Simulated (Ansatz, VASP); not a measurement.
**AlCo in VASP and in Ansatz**

File INCAR:

```
PREC = Accurate ; ENCUT = 520
EDIFF = 1E-6 ; ISMEAR = 0
SIGMA = 0.1 ; LREAL = False
LASPH = True ; NELM = 60
ALGO = Fast ; ISIF = 2
LWAVE = False ; LCHARG = False
GGA = PE ; NBANDS = 13
```

KPOINTS

```
regular mesh
0
Gamma
  20 20 20
```

POSCAR

```
AlCo
1.0
    2.8233500014      0.0000000000      0.0000000000
    0.0000000000      2.8233500014      0.0000000000
    0.0000000000      0.0000000000      2.8233500014
Al Co
1 1
Direct
    0.0000000000      0.0000000000      0.0000000000
    0.5000000000      0.5000000000      0.5000000000
```

Input for Ansatz:

```yaml
crystal:
  lattice:
    - [2.8233500014, 0.0, 0.0]
    - [0.0, 2.8233500014, 0.0]
    - [0.0, 0.0, 2.8233500014]
  atoms:
    - { symbol: Al, position: [0.0, 0.0, 0.0] }
    - { symbol: Co, position: [0.5, 0.5, 0.5] }
basis:
  ecutwfc: 420
kpoints:
  mp_grid: { grid: [20, 20, 20] }
hamiltonian:
  xc: pbe
scf:
  occupations: { method: gaussian, width: 0.1 }
output:
  forces: true
  stress: true
  eigenvalues: true
```

Alike in both runs: task single point; functional PBE; k mesh 20 × 20 × 20; occupations gaussian, width 0.1 eV; no spin polarisation.

```csv
,VASP,Ansatz
version,VASP 6.6.1,Ansatz 0.2.0
potentials or method,"VASP PAW PBE potentials, release 64 (Al, Co), cutoff 520 eV","scalar-relativistic, plane waves, PAW"
valence electrons in the cell,12,20
```

Ansatz gave:

```
gap on the k mesh at the Fermi level (eV) : none
pressure (GPa)                            : 5.8
```

Estimate VASP's values.

gap on the k mesh at the Fermi level (eV): none; pressure (GPa): 5.4.

A gap of «none» marks a metal or a gap that the smearing closes. VASP's potentials hold 12 valence electrons a cell and Ansatz's 20, so a difference there can come from the potentials and not from the codes.
